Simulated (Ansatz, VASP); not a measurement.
**MgO: VASP beside Ansatz**

```xyz
4
Lattice="2.9695 0.0000 0.0000 -1.4848 2.5717 0.0000 0.0000 0.0000 5.0921" Properties=species:S:1:pos:R:3 pbc="T T T"
Mg    0.0000    0.0000    0.0000
Mg    0.0000    0.0000    2.5461
O     0.0000    1.7145    1.2730
O     1.4848    0.8572    3.8191
```

Change from the starting cell: biaxial_xy strain +1.6%.

Alike in both runs: task single point; functional r2SCAN; k mesh 12 × 12 × 6; no spin polarisation.

|  | VASP | Ansatz |
| --- | --- | --- |
| version | VASP 6.6.1 | Ansatz 0.2.0 |
| potentials or method | VASP PAW PBE potentials, release 64 (Mg_sv, O) | plane waves, PAW |
| plane-wave cutoff (eV) | 750 | 500 |
| occupations | gaussian, width 0.01 eV | fixed |
| valence electrons in the cell | 32 | 32 |

Ansatz gave:

| Quantity | Value |
| --- | --- |
| gap on the k mesh at the Fermi level (eV) | 5.12 |
| pressure (GPa) | -4.6 |
| traceless stress, the component that is largest in VASP (GPa) | 4.57 |

Estimate VASP's values.

gap on the k mesh at the Fermi level (eV): 5.14; pressure (GPa): -4.7; traceless stress, the component that is largest in VASP (GPa): 4.66.

VASP's potentials were made for PBE, not for r2SCAN.
